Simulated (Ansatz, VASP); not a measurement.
One calculation of NaI, two programs

INCAR

```
PREC = Accurate
ENCUT = 520
EDIFF = 1E-8
ISMEAR = -1
SIGMA = 0.02
LREAL = F
LASPH = T
NELM = 60
ALGO = Normal
ISIF = 2
LWAVE = F
LCHARG = F
GGA = PE
LEFG = T
NBANDS = 14
```

File KPOINTS:

```
regular mesh
0
Gamma
  8 8 8
```

File POSCAR:

```
NaI
1.0
    0.0000000000      3.1708944983      3.1708944983
    3.1708944983      0.0000000000      3.1708944983
    3.1708944983      3.1708944983      0.0000000000
Na I
1 1
Direct
    0.0000000000      0.0000000000      0.0000000000
    0.5000000000      0.5000000000      0.5000000000
```

Input for Ansatz:

```yaml
crystal:
  lattice:
    - [0.0, 3.1708944983, 3.1708944983]
    - [3.1708944983, 0.0, 3.1708944983]
    - [3.1708944983, 3.1708944983, 0.0]
  atoms:
    - { symbol: Na, position: [0.0, 0.0, 0.0] }
    - { symbol: I, position: [0.5, 0.5, 0.5] }
kpoints:
  mp_grid: { grid: [8, 8, 8] }
scf:
  occupations: { method: fermi_dirac, width: 0.02 }
hamiltonian:
  xc: pbe
  pseudopotentials: { kind: all_electron, datasets: crystal }
output:
  forces: true
  stress: true
  eigenvalues: true
  efg: { contact_densities: true }
```

Change from the starting cell: volume scaled by 0.9405, crystal datasets.

Alike in both runs: task electric field gradients; functional PBE; k mesh 8 × 8 × 8; occupations fermi-dirac, width 0.02 eV; no spin polarisation.

```csv
,VASP,Ansatz
version,VASP 6.6.1,Ansatz 0.2.0
potentials or method,"VASP PAW PBE potentials, release 64 (Na_pv, I), cutoff 520 eV","all-electron PAW with datasets made for the crystal, scalar-relativistic"
```

```csv
,VASP,Ansatz,Ansatz less VASP
gap on the k mesh at the Fermi level (eV),3.81,3.82,+0.004
pressure (GPa),1.6,1.6,-0.01
```

Ansatz ran all-electron here, and VASP with PAW potentials.

Neither program's run includes spin-orbit coupling.
